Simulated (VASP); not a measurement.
# Os (Fd-3m) in VASP: single point with PBE

Aim: the single point of Os with PBE.

All numbers are computed with VASP 6.6.1; they aren't measurements. Logs are shortened: lines on timing, memory, paths and dates and some standing lists are left out, and cuts for length are marked.

## 1. The cell of the first run

Symmetry: Fd-3m, No. 227, cubic system. Conventional cell: a = 5.551 Å, b = 5.551 Å, c = 5.551 Å, α = 90.00°, β = 90.00°, γ = 90.00°. Os (site symmetry -43m) has 4 Os at 2.40 Å within 3.2 Å.

## 2. Single point, PBE

The input, INCAR:

```
SYSTEM = Os
  ALGO = Normal
  EDIFF = 1E-6
  ENCUT = 520
  GGA = PE
  ISIF = 2
  ISMEAR = -1
  LASPH = .True.
  LCHARG = .False.
  LREAL = .False.
  LWAVE = .False.
  NBANDS = 15
  NELM = 60
  PREC = Accurate
  SIGMA = 0.13605693000000002
```

The input, KPOINTS:

```
k-points
0
Gamma
  8 8 8
  0 0 0
```

The input, POSCAR:

```
Os
1.0
    0.0000000000      2.7752928295      2.7752928295
    2.7752928295      0.0000000000      2.7752928295
    2.7752928295      2.7752928295      0.0000000000
Os
2
Direct
    0.0000000000      0.0000000000      0.0000000000
    0.2500000000      0.2500000000      0.2500000000
```

Potentials or basis: VASP PAW PBE potentials, release 64 (Os).

Run with:

```console
> cat potpaw_PBE.64/Os/POTCAR > POTCAR
> mpirun -np 1 vasp_std > vasp.out
```

OUTCAR:

```text
SYSTEM = Os
   EDIFF = 1E-6
   ENCUT = 520
   GGA = PE
   ISIF = 2
   ISMEAR = -1
   LASPH = .True.
   LREAL = .False.
   NELM = 60
   PREC = Accurate

 ion  position               nearest neighbor table
   1  0.000  0.000  0.000-   2 2.40   2 2.40   2 2.40   2 2.40
   2  0.250  0.250  0.250-   1 2.40   1 2.40   1 2.40   1 2.40

  LATTYP: Found a face centered cubic cell.
 ALAT       =     5.5505856590

  Lattice vectors:

 A1 = (   0.0000000000,   2.7752928295,   2.7752928295)
 A2 = (   2.7752928295,   0.0000000000,   2.7752928295)
 A3 = (   2.7752928295,   2.7752928295,   0.0000000000)

Analysis of symmetry for initial positions (statically):
=====================================================================
 Subroutine PRICEL returns:
 Original cell was already a primitive cell.

 Routine SETGRP: Setting up the symmetry group for a
 face centered cubic supercell.

 Subroutine GETGRP returns: Found 48 space group operations
 (whereof 24 operations were pure point group operations)
 out of a pool of 48 trial point group operations.

The static configuration has the point symmetry T_d .
 The point group associated with its full space group is O_h .

Analysis of symmetry for dynamics (positions and initial velocities):
=====================================================================
 Subroutine PRICEL returns:
 Original cell was already a primitive cell.

 Routine SETGRP: Setting up the symmetry group for a
 face centered cubic supercell.

 Subroutine GETGRP returns: Found 48 space group operations
 (whereof 24 operations were pure point group operations)
 out of a pool of 48 trial point group operations.

The dynamic configuration has the point symmetry T_d .
 The point group associated with its full space group is O_h .

 Subroutine INISYM returns: Found 48 space group operations
 (whereof 24 operations are pure point group operations),
 and found     1 'primitive' translations

----------------------------------------------------------------------------------------

                                     Primitive cell

  volume of cell :      42.7520

  direct lattice vectors                    reciprocal lattice vectors
     0.000000000  2.775292830  2.775292830    -0.180161169  0.180161169  0.180161169
     2.775292830  0.000000000  2.775292830     0.180161169 -0.180161169  0.180161169
     2.775292830  2.775292830  0.000000000     0.180161169  0.180161169 -0.180161169

  length of vectors
     3.924856759  3.924856759  3.924856759     0.312048298  0.312048298  0.312048298

  position of ions in fractional coordinates (direct lattice)
     0.000000000  0.000000000  0.000000000
     0.250000000  0.250000000  0.250000000

  ion indices of the primitive-cell ions
   primitive index   ion index
                 1           1
                 2           2

----------------------------------------------------------------------------------------

 KPOINTS: k-points

Automatic generation of k-mesh.
 Grid dimensions read from file:
 generate k-points for:    8    8    8

 Generating k-lattice:

  Cartesian coordinates                     Fractional coordinates (reciprocal lattice)
    -0.022520146  0.022520146  0.022520146     0.125000000  0.000000000  0.000000000
     0.022520146 -0.022520146  0.022520146     0.000000000  0.125000000  0.000000000
     0.022520146  0.022520146 -0.022520146     0.000000000  0.000000000  0.125000000

  Length of vectors
     0.039006037  0.039006037  0.039006037

  Shift w.r.t. Gamma in fractional coordinates (k-lattice)
     0.000000000  0.000000000  0.000000000

 Subroutine IBZKPT returns following result:
 ===========================================

 Found     29 irreducible k-points:

 Following reciprocal coordinates:
            Coordinates               Weight
  0.000000  0.000000  0.000000      1.000000
  0.125000  0.000000  0.000000      8.000000
  0.250000  0.000000  0.000000      8.000000
  0.375000  0.000000  0.000000      8.000000
  0.500000  0.000000  0.000000      4.000000
  0.125000  0.125000  0.000000      6.000000
[... 16 lines left out ...]
  0.500000  0.250000  0.125000     48.000000
 -0.375000  0.250000  0.125000     24.000000
 [... further k-points ...]
   k-points           NKPTS =     29   k-points in BZ     NKDIM =     29   number of bands    NBANDS=     15
   number of dos      NEDOS =    301   number of ions     NIONS =      2
   total plane-waves  NPLWV =  27000
   dimension x,y,z NGX =    30 NGY =   30 NGZ =   30
   dimension x,y,z NGXF=    60 NGYF=   60 NGZF=   60
   ions per type =               2
   NGX,Y,Z   is equivalent  to a cutoff of  12.71, 12.71, 12.71 a.u.
   NGXF,Y,Z  is equivalent  to a cutoff of  25.41, 25.41, 25.41 a.u.
 SYSTEM =  Os
   PREC   = accura    normal or accurate (medium, high low for compatibility)
   ISTART =      0    job   : 0-new  1-cont  2-samecut
   ICHARG =      2    charge: 1-file 2-atom 10-const
   ISPIN  =      1    spin polarized calculation?
   LNONCOLLINEAR =      F non collinear calculations
   LSORBIT =      F    spin-orbit coupling
   LASPH  =      T    aspherical Exc in radial PAW
   ENCUT  =  520.0 eV  38.22 Ry    6.18 a.u.   7.30  7.30  7.30*2*pi/ulx,y,z
   NELM   =     60;   NELMIN=  2; NELMDL= -5     # of ELM steps
   EDIFF  = 0.1E-05   stopping-criterion for ELM
   LREAL  =      F    real-space projection
   EDIFFG = 0.1E-04   stopping-criterion for IOM
   NSW    =      0    number of steps for IOM
   IBRION =     -1    ionic relax: 0-MD 1-quasi-New 2-CG
   NFREE  =      0    steps in history (QN), initial steepest desc. (CG)
   ISIF   =      2    stress and relaxation
   ISYM   =      2    0-nonsym 1-usesym 2-fastsym
   POTIM  = 0.5000    time-step for ionic-motion
   TEBEG  =    0.0;   TEEND  =   0.0 temperature during run
   PSTRESS=    0.0 pullay stress
   NELECT =      16.0000    total number of electrons
   NUPDOWN=      -1.0000    fix difference up-down
   EMIN   =  10.00;   EMAX   =-10.00  energy-range for DOS
   EFERMI =   0.00;   METHOD = LEGACY
   ISMEAR =    -1;   SIGMA  =   0.14  broadening in eV -4-tet -1-fermi 0-gaus
   EFERMI_NEDOS =   21; number of points for ismear=-14 and -15
   IALGO  =     38    algorithm
   IMIX   =      4    mixing-type and parameters
     AMIX     =   0.40;   BMIX     =  1.00
     AMIX_MAG =   1.60;   BMIX_MAG =  1.00
  volume/ion in A,a.u.               =      21.38       144.25
  Fermi-wavevector in a.u.,A,eV,Ry     =   1.179766  2.229435 18.937251  1.391849
  Thomas-Fermi vector in A             =   2.316071
   LORBIT       =      0    0 simple, 1 ext, 2 COOP (PROOUT), +10 PAW based schemes
   GGA     = PE    functional components
[... 5 lines left out ...]
 non-spin polarized calculation
  energy-cutoff  :      520.00
  volume of cell :       42.75
 maximum number of plane-waves:      1174
 NGX is ok and might be reduce to    30
   NGX = 15   NGY = 15   NGZ = 15

 number of electron      16.0000000 magnetization

 Free energy of the ion-electron system (eV)
  ---------------------------------------------------
  ext. energy  EPLUGINS =         0.00000000
  ---------------------------------------------------
  free energy    TOTEN  =       -20.05610955 eV

  energy without entropy =      -19.95214395  energy(sigma->0) =      -20.00412675

 E-fermi :   4.4144     XC(G=0): -11.2369

 val. band max:        4.2484995281   @ k =   0.2500   0.1250   0.0000
 cond. band min:       4.4184855679   @ k =   0.3750   0.0000   0.0000
 fundamental gap:      0.1699860399
 Fermi energy:         4.4144247995

 k-point     1 :       0.0000    0.0000    0.0000
  band No.  band energies     occupation
      1      -3.1565      2.00000
      2       0.2408      2.00000
      3       0.2408      2.00000
      4       0.8540      2.00000
      5       0.8540      2.00000
      6       0.8540      2.00000
      7       3.8614      1.96624
      8       3.8614      1.96624
      9       3.8614      1.96624
     10       6.9424      0.00000
     11       6.9424      0.00000
     12      15.6789      0.00000
     13      15.7402      0.00000
     14      17.2340      0.00000
     15      17.2340      0.00000

 k-point     2 :       0.1250    0.0000    0.0000
  band No.  band energies     occupation
      1      -2.8738      2.00000
      2       0.1053      2.00000
      3       0.1053      2.00000
      4       0.8172      2.00000
      5       1.0958      2.00000
      6       1.0958      2.00000
      7       3.5603      1.99625
      8       3.8279      1.97351
      9       3.8279      1.97351
     10       6.9146      0.00000
     11       6.9146      0.00000
     12      14.5558      0.00000
     13      15.4482      0.00000
     14      16.9805      0.00000
     15      17.0460      0.00000

 k-point     3 :       0.2500    0.0000    0.0000
  band No.  band energies     occupation
      1      -2.1111      2.00000
      2       0.0452      2.00000
      3       0.0452      2.00000
      4       0.7351      2.00000
      5       1.2917      2.00000
      6       1.2917      2.00000
      7       2.9647      1.99995
      8       3.9397      1.94077
      9       3.9397      1.94077
     10       6.7850      0.00000
     11       6.7850      0.00000
     12      11.4852      0.00000
     13      14.6614      0.00000
     14      15.6564      0.00000
     15      15.6564      0.00000
[... 343 lines left out ...]
 k-point    23 :       0.5000    0.2500    0.1250
  band No.  band energies     occupation
      1      -0.6321      2.00000
      2      -0.3815      2.00000
      3       0.1194      2.00000
      4       0.7982      2.00000
      5       1.0240      2.00000
      6       1.8757      2.00000
      7       2.7092      1.99999
      8       4.1374      1.76908
      9       4.9447      0.03978
     10       5.6829      0.00018
     11       7.1023      0.00000
     12       8.6162      0.00000
     13      10.8981      0.00000
     14      12.3794      0.00000
     15      15.7328      0.00000

 k-point    24 :      -0.3750    0.2500    0.1250
  band No.  band energies     occupation
      1      -0.3652      2.00000
      2      -0.2894      2.00000
      3       0.0920      2.00000
      4       0.6282      2.00000
      5       1.3626      2.00000
      6       1.5496      2.00000
      7       3.3675      1.99909
      8       3.8520      1.96845
      9       4.9228      0.04656
     10       6.3472      0.00000
     11       6.7065      0.00000
     12       7.2805      0.00000
     13      10.7847      0.00000
     14      11.6978      0.00000
     15      15.7638      0.00000

 [... further k-points ...]

------------------------ aborting loop because EDIFF is reached ----------------------------------------

  FORCE on cell =-STRESS in cart. coord.  units (eV):
  Direction    XX          YY          ZZ          XY          YZ          ZX
  --------------------------------------------------------------------------------------
  -------------------------------------------------------------------------------------
  Total       -0.0941930     -0.0941930     -0.0941930      0.0000000      0.0000000     -0.0000000
  in kB       -3.5299849     -3.5299849     -3.5299849      0.0000000      0.0000000     -0.0000000
  external PRESSURE =      -3.5299849 kB  Pullay stress =       0.0000000 kB

 VOLUME and BASIS-vectors are now :
 -----------------------------------------------------------------------------
  energy-cutoff  :      520.00
  volume of cell :       42.75
      direct lattice vectors                 reciprocal lattice vectors
     0.000000000  2.775292830  2.775292830    -0.180161169  0.180161169  0.180161169
     2.775292830  0.000000000  2.775292830     0.180161169 -0.180161169  0.180161169
     2.775292830  2.775292830  0.000000000     0.180161169  0.180161169 -0.180161169

 POSITION                                       TOTAL-FORCE (eV/Angst)
 -----------------------------------------------------------------------------------
      0.00000      0.00000      0.00000         0.000000      0.000000      0.000000
      1.38765      1.38765      1.38765        -0.000000     -0.000000     -0.000000
 -----------------------------------------------------------------------------------
    total drift:                                0.000000     -0.000000      0.000000

  FREE ENERGIE OF THE ION-ELECTRON SYSTEM (eV)
  ---------------------------------------------------
  free  energy   TOTEN  =       -20.0561095536 eV

  energy  without entropy=      -19.9521439546  energy(sigma->0) =      -20.00412675
```

It took 7.6 s on 1 thread of Intel Xeon 6975P-C (Granite Rapids), shared host; peak memory 0.17 GiB.

What came out:

```
Free energy            : -20.0561 eV
Pressure               : -0.4 GPa
Band gap on the k mesh : zero (band 8 reaches 4.82 eV, above the bottom of band 9 at 3.83 eV)
```

Levels at points of the mesh, in eV from the Fermi level:
```tsv
k point	band 6	band 7	band 8	band 9	band 10	band 11
(0.00, 0.00, 0.00)	-3.56	-0.55	-0.55	-0.55	2.53	2.53
(0.50, 0.00, 0.00)	-3.79	-1.50	0.37	0.37	1.83	1.83
(0.50, 0.50, 0.00)	-2.84	-1.28	-1.28	2.19	2.19	3.37
```

Caveat: spin-orbit coupling is left out, which moves the levels of the heavy elements.
